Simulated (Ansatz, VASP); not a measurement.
## One calculation of Sc4SiN, two programs

```
Sc Si N
1.0
     2.94986    0.00000    0.00000
     0.00000    2.94986    0.00000
     0.00000    0.00000   11.81432
Sc Si N
4 1 1
Direct
  0.50000 0.50000 0.10875
  0.00000 0.00000 0.65895
  0.00000 0.00000 0.34105
  0.50000 0.50000 0.89125
  0.50000 0.50000 0.50000
  0.00000 0.00000 0.00000
```

Change from the starting cell: species swapped into the Hf4AgPd type (P4/mmm, No. 123).

Alike in both runs: functional PBE; k mesh 12 × 12 × 4; occupations gaussian, width 0.1 eV; no spin polarisation.

Ansatz relaxed the structure, and its values are those at the end. VASP's run is a single point on that final structure, the one shown.

|  | VASP | Ansatz |
| --- | --- | --- |
| version | VASP 6.6.1 | Ansatz 0.2.0 |
| potentials or method | VASP PAW PBE potentials, release 64 (Sc_sv, Si, N), cutoff 520 eV | scalar-relativistic, plane waves, PAW |
| valence electrons in the cell | 53 | 53 |

```csv
,VASP,Ansatz,Ansatz less VASP
gap on the k mesh at the Fermi level (eV),none,none,-
pressure (GPa),0.3,0.0,-0.26
rms of the force components (eV/Å),0.019,0.000,-0.0183
```

A gap of «none» marks a metal or a gap that the smearing closes.
